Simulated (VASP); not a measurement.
Si (a cell with a defect), 15 atoms in the cell. The cell holds a defect, 15 atoms: a = 7.699 Å, b = 7.699 Å, c = 7.699 Å, α = 60.00°, β = 60.00°, γ = 60.00°. 

- Program: VASP 6.6.1
- Task: single point
- Functional: r2SCAN
- Potentials or basis: VASP PAW PBE potentials, release 64 (Si)
- Cutoff: 520 eV
- k mesh: 2 × 2 × 2
- Occupations: gaussian, width 0.02 eV
- Spin: no spin polarisation
- Dipole correction: no
- Charge: 2
- Further INCAR settings: LREAL = Auto; ALGO = Normal; EDIFF = 1e-06; NBANDS = 43; NELECT = 58.0

Potentials or basis: VASP PAW PBE potentials, release 64 (Si).

Command:

```console
$ cat potpaw_PBE.64/Si/POTCAR > POTCAR
$ cp INCAR.step1 INCAR
$ mpirun -np 1 vasp_std > vasp.out
$ cp INCAR.step2 INCAR
$ mpirun -np 1 vasp_std > vasp.out
```

Hardware: 1 thread of Intel(R) Xeon(R) 6975P-C (Granite Rapids), with other jobs on the host.

Q: How long does it take, and how much memory?

A: Run time: 3.9 min on 1 thread of Intel(R) Xeon(R) 6975P-C (Granite Rapids), with other jobs on the host, peak memory 0.5 GiB. Counts: k points 4.
